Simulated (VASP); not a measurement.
Input of a VASP 6.6.1 run:

POSCAR

```
CdO
1.0
    0.0000000000      2.3530040406      2.3530040406
    2.3530040406      0.0000000000      2.3530040406
    2.3530040406      2.3530040406      0.0000000000
Cd O
1 1
Direct
    0.0000000000      0.0000000000      0.0000000000
    0.5000000000      0.5000000000      0.5000000000
```

The input INCAR.step1:

```
PREC = Accurate ; ENCUT = 660
ISMEAR = -1 ; SIGMA = 0.02
LREAL = False ; LASPH = True
NELM = 120 ; NBANDS = 16
GGA = PE ; ALGO = Normal
EDIFF = 1E-5 ; LWAVE = True
LCHARG = False ; GGA_COMPAT = False
```

Contents of INCAR.step2:

```
PREC = Accurate ; ENCUT = 660
EDIFF = 1E-6 ; ISMEAR = -1
SIGMA = 0.02 ; LREAL = False
LASPH = True ; NELM = 120
ALGO = Normal ; ISIF = 2
LWAVE = False ; LCHARG = False
METAGGA = R2SCAN ; LMIXTAU = True
NBANDS = 16 ; ISTART = 1
GGA_COMPAT = False
```

File KPOINTS:

```
regular mesh
0
Gamma
  8 8 8
```

Potentials or basis: VASP PAW PBE potentials, release 64 (Cd, O).

Run with:

```console
$ cat potpaw_PBE.64/Cd/POTCAR potpaw_PBE.64/O/POTCAR > POTCAR
$ cp INCAR.step1 INCAR
$ mpirun -np 1 vasp_std > vasp.out
$ cp INCAR.step2 INCAR
$ mpirun -np 1 vasp_std > vasp.out
```

**Question.** What does it give for the band gap on the k mesh?

**Answer.** 0.07 eV, indirect (least direct gap 1.40 eV).

**Question.** Predict the pressure.

**Answer.** 1.5 GPa.

Caveat: the PAW data sets were made with another functional, which shifts forces and pressure a little. A k mesh can miss the band edges.
